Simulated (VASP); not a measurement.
Ta, 1 atom in the cell. The structure is cubic, space group Im-3m (No. 229). The conventional cell has a = 3.253 Å, b = 3.253 Å, c = 3.253 Å, α = 90.00°, β = 90.00°, γ = 90.00°. Within 3.7 Å of Ta (site symmetry m-3m) lie 14 Ta at 2.82 to 3.25 Å. 

```yaml
Program: VASP 6.6.1
Task: single point
Functional: r2SCAN
Potentials_or_basis: VASP PAW PBE potentials, release 64 (Ta_pv)
Cutoff: 520 eV
k_mesh: 18 × 18 × 18
Occupations: fermi-dirac, width 0.1 eV
Spin: no spin polarisation
Dipole_correction: no
Further_INCAR_settings: ALGO = Normal; EDIFF = 1e-07; NBANDS = 12
```

Potentials or basis: VASP PAW PBE potentials, release 64 (Ta_pv).

Run with:

```bash
$ cat potpaw_PBE.64/Ta_pv/POTCAR > POTCAR
$ cp INCAR.step1 INCAR
$ mpirun -np 1 vasp_std > vasp.out
$ cp INCAR.step2 INCAR
$ mpirun -np 1 vasp_std > vasp.out
```

Hardware: 1 thread of AMD EPYC 7R43 64-Core Processor (Zen 3), with other jobs on the host.

**Question.** Estimate the wall time of this run.

**Answer.** Wall time 5.1 min on 1 thread of AMD EPYC 7R43 64-Core Processor (Zen 3), with other jobs on the host, peak memory 0.13 GiB. Counts: k points 195.
